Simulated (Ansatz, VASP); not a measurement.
## One calculation of Mg3S2O, two programs

```xyz
6
Lattice="5.9453 0.0000 0.0000 -2.9727 5.1488 0.0000 0.0000 0.0000 3.2174" Properties=species:S:1:pos:R:3 pbc="T T T"
Mg    2.9727    0.0000    1.6087
Mg    1.4863    2.5744    1.6087
Mg   -1.4863    2.5744    1.6087
S     0.0000    3.4325    0.0000
S     2.9727    1.7163    0.0000
O     0.0000    0.0000    0.0000
```

Change from the starting cell: species swapped into the CeB2Ru3 type (P6/mmm, No. 191).

Alike in both runs: task single point; functional PBE; k mesh 3 × 3 × 6; occupations gaussian, width 0.1 eV; no spin polarisation.

|  | VASP | Ansatz |
| --- | --- | --- |
| version | VASP 6.6.1 | Ansatz 0.2.0 |
| potentials or method | VASP PAW PBE potentials, release 64 (Mg, S, O), cutoff 520 eV | scalar-relativistic, plane waves, PAW |
| valence electrons in the cell | 24 | 48 |

```tsv
	VASP	Ansatz	Ansatz less VASP
gap on the k mesh at the Fermi level (eV)	none	none	-
pressure (GPa)	14.3	14.5	+0.17
traceless stress, the component that is largest in VASP (GPa)	3.88	3.87	-0.011
```

A gap of «none» marks a metal or a gap that the smearing closes. The functional is the same, so the differences come from potentials, cutoffs and numerics. VASP's potentials hold 24 valence electrons a cell and Ansatz's 48, so a difference there can come from the potentials and not from the codes.

The k mesh is coarse, so the values compare programs but aren't converged.
